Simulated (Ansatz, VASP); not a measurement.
Given: the input of a run of Ansatz 0.2.0 on MgC2.

input.yaml

```yaml
crystal:
  lattice:
    - [3.950777, 0.0, 0.0]
    - [0.0, 3.950777, 0.0]
    - [0.0, 0.0, 4.987089]
  atoms:
    - { symbol: Mg, position: [0.0, 0.0, 0.5] }
    - { symbol: Mg, position: [0.5, 0.5, 0.0] }
    - { symbol: C, position: [0.387655, 0.612345, 0.5] }
    - { symbol: C, position: [0.112345, 0.112345, 0.0] }
    - { symbol: C, position: [0.612345, 0.387655, 0.5] }
    - { symbol: C, position: [0.887655, 0.887655, 0.0] }
hamiltonian:
  xc: r2scan
  pseudopotentials: { kind: paw }
kpoints:
  mp_grid: { grid: [5, 5, 5] }
scf:
  occupations: { method: fermi_dirac, width: 0.05 }
output:
  forces: true
  stress: true
  eigenvalues: true
relax:
  f_tol: 0.01
  max_steps: 40
  cell: { stress_tol: 0.05 }
```

Potentials or basis: Ansatz PAW.

Launch:

```bash
$ ansatz run input.yaml --threads 2 --pin off --max-ram 5632MiB --backend cpu --events-out ev --progress --plain --runs-dir out
```

Question: Translate it to VASP 6.6.1. Potentials there: VASP PAW PBE potentials, release 64 (Mg, C).

Answer: As run (the cutoff follows the program's own potentials):

POSCAR

```
MgC2
1.0
    3.9507770000      0.0000000000      0.0000000000
    0.0000000000      3.9507770000      0.0000000000
    0.0000000000      0.0000000000      4.9870890000
Mg C
2 4
Direct
    0.0000000000      0.0000000000      0.5000000000
    0.5000000000      0.5000000000      0.0000000000
    0.3876550000      0.6123450000      0.5000000000
    0.1123450000      0.1123450000      0.0000000000
    0.6123450000      0.3876550000      0.5000000000
    0.8876550000      0.8876550000      0.0000000000
```

Contents of INCAR.step1:

```
SYSTEM = MgC2
  PREC = Accurate
  ENCUT = 600
  ISMEAR = -1
  SIGMA = 0.05
  LREAL = .False.
  LASPH = .True.
  NELM = 60
  GGA = PE
  ALGO = Normal
  EDIFF = 1E-4
  LWAVE = .True.
  LCHARG = .False.
```

Contents of INCAR.step2:

```
SYSTEM = MgC2
  PREC = Accurate
  ENCUT = 600
  EDIFF = 1E-6
  ISMEAR = -1
  SIGMA = 0.05
  LREAL = .False.
  LASPH = .True.
  NELM = 60
  ALGO = Normal
  ISIF = 3
  LWAVE = .False.
  LCHARG = .False.
  METAGGA = R2SCAN
  LMIXTAU = .True.
  IBRION = 2
  NSW = 60
  EDIFFG = -0.01
  ISTART = 1
```

The input KPOINTS:

```
Automatic mesh
0
Gamma
  5 5 5
  0 0 0
```

Potentials or basis: VASP PAW PBE potentials, release 64 (Mg, C).

The run is started by

```bash
$ cat potpaw_PBE.64/Mg/POTCAR potpaw_PBE.64/C/POTCAR > POTCAR
$ cp INCAR.step1 INCAR
$ mpirun -np 1 vasp_std > vasp.out
$ cp INCAR.step2 INCAR
$ mpirun -np 1 vasp_std > vasp.out
```

Both were run:

|  | VASP | Ansatz | Ansatz less VASP |
| --- | --- | --- | --- |
| gap on the k mesh at the Fermi level, each at its own relaxed structure (eV) | 2.95 | 2.98 | +0.034 |
| relaxed volume (Å³/atom) | 12.65 | 12.74 | +0.096 |
| relaxed cell length with the largest relative difference (Å) | 4.915 | 4.936 | +0.0204 |

VASP's potentials were made for PBE, not for r2SCAN. VASP's potentials hold 20 valence electrons a cell and Ansatz's 36, so a difference there can come from the potentials and not from the codes.

Noted on Ansatz's run: odd divisions of the mesh miss points on the zone boundary, where band edges often lie, so the gap on the mesh can be too wide; the plane-wave basis is chosen anew once the cell has moved, so the energies of steps on either side of that aren't comparable.
